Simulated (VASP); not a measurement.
# WCl2F2 (I4/mmm) in VASP: notebook, part 3 of 3

VASP 6.6.1. The steps go on from the part before.

## Step 5: Single point, PBE, collinear spin

INCAR

```
SYSTEM = WCl2F2
PREC = Accurate ; ENCUT = 520
EDIFF = 1E-6 ; ISMEAR = 0
SIGMA = 0.1 ; LREAL = .False.
LASPH = .True. ; NELM = 150
ALGO = Normal ; ISIF = 2
LWAVE = .False. ; LCHARG = .True.
ISPIN = 2 ; MAGMOM = 0.14 -0.04 -0.04 -0.01 -0.01
LORBIT = 11 ; LMAXMIX = 4
GGA = PE ; LELF = .True.
LVHAR = .True. ; NBANDS = 33
```

KPOINTS

```
Automatic mesh
0
Gamma
  6 6 6
  0 0 0
```

POSCAR

```
WCl2F2
1.0
   -1.8577707900      1.8577707900      5.9623051000
    1.8577707900     -1.8577707900      5.9623051000
    1.8577707900      1.8577707900     -5.9623051000
W Cl F
1 2 2
Direct
    0.0000000000      0.0000000000      0.0000000000
    0.1381600100      0.1381600100      0.0000000000
    0.8618399900      0.8618399900      0.0000000000
    0.3475900000      0.3475900000      0.0000000000
    0.6524100000      0.6524100000      0.0000000000
```

Potentials or basis: VASP PAW PBE potentials, release 64 (W_sv, Cl, F).

Command:

```bash
$ cat potpaw_PBE.64/W_sv/POTCAR potpaw_PBE.64/Cl/POTCAR potpaw_PBE.64/F/POTCAR > POTCAR
$ mpirun -np 1 vasp_std > vasp.out
```

OUTCAR:

```text
SYSTEM = WCl2F2
   PREC = Accurate
   ENCUT = 520
   EDIFF = 1E-6
   ISMEAR = 0
   LREAL = .False.
   LASPH = .True.
   NELM = 150
   ISIF = 2
   ISPIN = 2
   LORBIT = 11
   GGA = PE

 ion  position               nearest neighbor table
   1  0.000  0.000  0.000-   2 1.65   3 1.65
   2  0.138  0.138  0.000-   1 1.65
   3  0.862  0.862  0.000-   1 1.65
   4  0.348  0.348  0.000-
   5  0.652  0.652  0.000-

  LATTYP: Found a body centered tetragonal cell.
 ALAT       =     3.7155415800
 C/A-ratio  =     3.2093868265

  Lattice vectors:

 A1 = (  -1.8577707900,   1.8577707900,   5.9623051000)
 A2 = (   1.8577707900,  -1.8577707900,   5.9623051000)
 A3 = (   1.8577707900,   1.8577707900,  -5.9623051000)

Analysis of symmetry for initial positions (statically):
=====================================================================
 Subroutine PRICEL returns:
 Original cell was already a primitive cell.

 Routine SETGRP: Setting up the symmetry group for a
 body centered tetragonal supercell.

 Subroutine GETGRP returns: Found 16 space group operations
 (whereof 16 operations were pure point group operations)
 out of a pool of 16 trial point group operations.

The static configuration has the point symmetry D_4h.

Analysis of symmetry for dynamics (positions and initial velocities):
=====================================================================
 Subroutine PRICEL returns:
 Original cell was already a primitive cell.

 Routine SETGRP: Setting up the symmetry group for a
 body centered tetragonal supercell.

 Subroutine GETGRP returns: Found 16 space group operations
 (whereof 16 operations were pure point group operations)
 out of a pool of 16 trial point group operations.

The dynamic configuration has the point symmetry D_4h.

Analysis of structural, dynamic, and magnetic symmetry:
[... 164 lines left out ...]

 E-fermi :   3.5329     XC(G=0):  -9.9034

 val. band max:        3.5237291001   @ k =  -0.1667  -0.1667   0.1667
 cond. band min:       3.5501776083   @ k =   0.5000   0.5000   0.3333
 fundamental gap:      0.0264485082
 Fermi energy:         3.5329127561

 spin component 1

 k-point     1 :       0.0000    0.0000    0.0000
  band No.  band energies     occupation
      1     -71.4535      1.00000
      2     -39.0423      1.00000
      3     -35.3208      1.00000
      4     -35.3208      1.00000
      5     -17.7814      1.00000
      6     -17.4435      1.00000
[... 853 lines left out ...]
     32      15.1057      0.00000
     33      15.7416      0.00000

 [... further k-points ...]

 spin component 2

 k-point     1 :       0.0000    0.0000    0.0000
  band No.  band energies     occupation
      1     -71.4530      1.00000
      2     -39.0420      1.00000
      3     -35.3200      1.00000
      4     -35.3200      1.00000
      5     -17.7810      1.00000
      6     -17.4431      1.00000
[... 853 lines left out ...]
     32      15.1061      0.00000
     33      15.7419      0.00000

 [... further k-points ...]

------------------------ aborting loop because EDIFF is reached ----------------------------------------

  FORCE on cell =-STRESS in cart. coord.  units (eV):
  Direction    XX          YY          ZZ          XY          YZ          ZX
  --------------------------------------------------------------------------------------
  -------------------------------------------------------------------------------------
  Total       -0.4668164     -0.4668164    139.0273244      0.0000000     -0.0000000      0.0000000
  in kB       -9.0865331     -9.0865331   2706.1527054      0.0000000     -0.0000000      0.0000000
  external PRESSURE =     895.9932131 kB  Pullay stress =       0.0000000 kB

 VOLUME and BASIS-vectors are now :
 -----------------------------------------------------------------------------
  energy-cutoff  :      520.00
  volume of cell :       82.31
      direct lattice vectors                 reciprocal lattice vectors
    -1.857770790  1.857770790  5.962305100     0.000000000  0.269139768  0.083860184
     1.857770790 -1.857770790  5.962305100     0.269139768  0.000000000  0.083860184
     1.857770790  1.857770790 -5.962305100     0.269139768  0.269139768  0.000000000

 POSITION                                       TOTAL-FORCE (eV/Angst)
 -----------------------------------------------------------------------------------
      0.00000      0.00000      0.00000        -0.000000     -0.000000      0.000000
      0.00000      0.00000      1.64750         0.000000      0.000000     41.628806
      0.00000      0.00000     10.27711        -0.000000     -0.000000    -41.628806
      0.00000      0.00000      4.14488        -0.000000     -0.000000      0.500856
      0.00000      0.00000      7.77973        -0.000000     -0.000000     -0.500856
 -----------------------------------------------------------------------------------
    total drift:                               -0.000000      0.000000      0.000000

  FREE ENERGIE OF THE ION-ELECTRON SYSTEM (eV)
  ---------------------------------------------------
  free  energy   TOTEN  =        -3.6558092493 eV

  energy  without entropy=       -3.6318770666  energy(sigma->0) =       -3.64384316

 total charge

# of ion       s       p       d       tot
------------------------------------------
    1        2.535   6.771   4.498  13.804
    2        1.708   3.672   0.000   5.381
    3        1.708   3.672   0.000   5.381
    4        1.750   4.254   0.000   6.004
    5        1.750   4.254   0.000   6.004
--------------------------------------------------
tot          9.452  22.625   4.498  36.574

 magnetization (x)

# of ion       s       p       d       tot
------------------------------------------
    1        0.000   0.000   0.001   0.001
    2        0.000   0.000   0.000   0.000
    3        0.000   0.000   0.000   0.000
    4        0.000   0.000   0.000   0.000
    5        0.000   0.000   0.000   0.000
--------------------------------------------------
tot          0.000   0.001   0.001   0.002
```

Wall time 5.7 min (1 thread of Intel Xeon Platinum 8488C (Sapphire Rapids), shared host); peak memory 0.48 GiB.

Results:

| Item | Value |
| --- | --- |
| Free energy | -3.6558 eV |
| Pressure | 89.6 GPa |
| Largest force | 41.629 eV/Å |
| Band gap on the k mesh | zero (filled and empty bands overlap) |
| Net moment | 0.00 μB per cell |
| Valence electrons inside the program's atomic spheres | W 13.80; Cl 5.38; F 6.00 |

Forces in eV/Å, atoms in the order of the input:
```
W     0.000   0.000   0.000
Cl    0.000   0.000  41.629
Cl    0.000   0.000 -41.629
F     0.000   0.000   0.501
F     0.000   0.000  -0.501
```

Levels at points of the mesh, in eV from the Fermi level:
Spin up:
| k point | band 19 | band 20 | band 21 | band 22 | band 23 | band 24 |
| --- | --- | --- | --- | --- | --- | --- |
| (0.00, 0.00, 0.00) | -1.60 | -1.60 | -0.64 | -0.55 | 0.40 | 2.97 |
| (0.50, 0.00, 0.00) | -2.20 | -1.14 | -0.37 | 0.17 | 1.18 | 2.32 |
| (0.50, 0.50, 0.00) | -1.08 | -0.35 | -0.18 | 0.91 | 1.66 | 2.49 |
| (0.50, 0.50, 0.50) | -1.45 | -1.40 | -1.40 | 0.10 | 0.40 | 3.23 |
Spin down:
```csv
k point,band 19,band 20,band 21,band 22,band 23,band 24
"(0.00, 0.00, 0.00)",-1.60,-1.60,-0.64,-0.55,0.40,2.97
"(0.50, 0.00, 0.00)",-2.20,-1.14,-0.37,0.17,1.18,2.32
"(0.50, 0.50, 0.00)",-1.08,-0.35,-0.18,0.91,1.66,2.49
"(0.50, 0.50, 0.50)",-1.45,-1.40,-1.40,0.10,0.40,3.23
```

Caveat: atoms lie so close that the PAW spheres overlap strongly, which falsifies energies and pressures; the stress differs along the axes, from -1 to 271 GPa; spin-orbit coupling is left out, which moves the levels of the heavy elements; forces of over 1 eV/Å act on the atoms, so gaps and moduli don't describe the material at rest.

## Step 6: The runs side by side

| task | spin | cell | cutoff (eV) | gap on the mesh (eV) | pressure (GPa) | largest force (eV/Å) |
| --- | --- | --- | --- | --- | --- | --- |
| single point | off | a = 6.515 Å, angles 146.9, 146.9, 47.6°, 5 atoms, atomic positions A | 520 | none | 89.6 | 41.63 |
| single point | off | a = 8.155 Å, angles 156.4, 156.4, 33.6°, 5 atoms, atomic positions B | 520 | none | 0.0 | 0.01 |
| relaxation of cell and atoms | off | relaxed from a = 6.515 Å, angles 146.9, 146.9, 47.6°, 5 atoms, atomic positions A | 600 | none | 0.1 | 0.02 |
| single point | collinear | a = 6.515 Å, angles 146.9, 146.9, 47.6°, 5 atoms, atomic positions A | 520 | none | 89.6 | 41.63 |

Alike in all rows: level PBE; potentials or basis VASP PAW PBE potentials, release 64 (W_sv, Cl, F); k mesh 6 × 6 × 6; smearing gaussian 0.1 eV.

Caveats: spin-orbit coupling is left out, which moves the levels of the heavy elements; atoms lie so close that the PAW spheres overlap strongly, which falsifies energies and pressures (at least some runs); the stress differs along the axes, from -1 to 271 GPa (at least some runs); forces of over 1 eV/Å act on the atoms, so gaps and moduli don't describe the material at rest (at least some runs); a cell axis changed by over 15 % at a fixed basis, so the end point is rough (at least some runs).

Total energies depend on the potentials used, so only differences within one code and one set of settings carry meaning.

The gap in the log of VASP goes by the Fermi energy; the results here count the filled bands.